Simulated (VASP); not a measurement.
Wanted: the native input for a VASP 6.6.1 run.

- Task: single point
- Functional: r2SCAN
- Potentials or basis: VASP PAW PBE potentials, release 64 (In_d, As)
- Cutoff: 520 eV
- k mesh: 8 × 8 × 8
- Occupations: fermi-dirac, width 0.05 eV
- Spin: no spin polarisation
- Dipole correction: no
- Further INCAR settings: ALGO = Normal; EDIFF = 1e-07; NBANDS = 16

Crystal: InAs.

```
In As
1.0
     0.00000    2.93374    2.93374
     2.93374    0.00000    2.93374
     2.93374    2.93374    0.00000
In As
1 1
Direct
  0.50000 0.50000 0.50000
  0.00000 0.00000 0.00000
```

These files were run (other wordings do the same):

POSCAR

```
InAs
1.0
    0.0000000000      2.9337360524      2.9337360524
    2.9337360524      0.0000000000      2.9337360524
    2.9337360524      2.9337360524      0.0000000000
In As
1 1
Direct
    0.5000000000      0.5000000000      0.5000000000
    0.0000000000      0.0000000000      0.0000000000
```

INCAR.step1

```
PREC = Accurate ; ENCUT = 520
ISMEAR = -1 ; SIGMA = 0.05
LREAL = F ; LASPH = T
NELM = 100 ; NBANDS = 16
GGA = PE ; ALGO = Normal
EDIFF = 1E-4 ; LWAVE = T
LCHARG = F
```

INCAR.step2

```
PREC = Accurate ; ENCUT = 520
EDIFF = 1E-7 ; ISMEAR = -1
SIGMA = 0.05 ; LREAL = F
LASPH = T ; NELM = 100
ALGO = Normal ; ISIF = 2
LWAVE = F ; LCHARG = T
METAGGA = R2SCAN ; LMIXTAU = T
LELF = T ; LVHAR = T
NBANDS = 16 ; ISTART = 1
```

KPOINTS

```
regular mesh
0
Gamma
  8 8 8
```

Potentials or basis: VASP PAW PBE potentials, release 64 (In_d, As).

Command:

```bash
$ cat potpaw_PBE.64/In_d/POTCAR potpaw_PBE.64/As/POTCAR > POTCAR
$ cp INCAR.step1 INCAR
$ mpirun -np 1 vasp_std > vasp.out
$ cp INCAR.step2 INCAR
$ mpirun -np 1 vasp_std > vasp.out
```

Results of the run:

```yaml
Pressure: -5.3 GPa
Band_gap_on_the_k_mesh: zero (bands 9 and 10 overlap by 2.44 eV)
```

Caveat: the cell stands under tension; the PAW data sets were made with another functional, which shifts forces and pressure a little; spin-orbit coupling is left out, which moves the levels of the heavy elements.

Run time: 100 s on 1 thread of AMD EPYC 7R13 Processor (Zen 3), with other jobs on the host, peak memory 0.17 GiB.
